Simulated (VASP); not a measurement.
A run of VASP 6.6.1 is set up as follows.

File INCAR:

```
PREC = Accurate ; ENCUT = 600
EDIFF = 1E-7 ; ISMEAR = -1
SIGMA = 0.1 ; LREAL = False
LASPH = True ; NELM = 60
ALGO = Normal ; ISIF = 3
LWAVE = False ; LCHARG = False
GGA = PE ; IBRION = 2
NSW = 80 ; EDIFFG = -0.01
```

Contents of KPOINTS:

```
Automatic mesh
0
Gamma
  13 13 13
```

Contents of POSCAR:

```
Cu
1.0
    2.3364585681      0.0000000000      0.0000000000
    0.0000000000      2.3364585681      0.0000000000
    0.0000000000      0.0000000000      2.3364585681
Cu
1
Direct
    0.0000000000      0.0000000000      0.0000000000
```

Potentials or basis: VASP PAW PBE potentials, release 64 (Cu).

The run is started by

```console
$ cat potpaw_PBE.64/Cu/POTCAR > POTCAR
$ mpirun -np 1 vasp_std > vasp.out
```

Q: Estimate the relaxed volume.

A: 13.99 Å³/atom.

Q: What does it give for the space group after relaxing (to 0.05 Å)?

A: Pm-3m (No. 221).

Q: Estimate the relaxed cell.

A: a = 2.410 Å, b = 2.410 Å, c = 2.410 Å, α = 90.00°, β = 90.00°, γ = 90.00°.

Final structure:
```xyz
1
Lattice="2.4097 0.0000 0.0000 0.0000 2.4097 0.0000 0.0000 0.0000 2.4097" Properties=species:S:1:pos:R:3 pbc="T T T"
Cu    0.0000    0.0000    0.0000
```
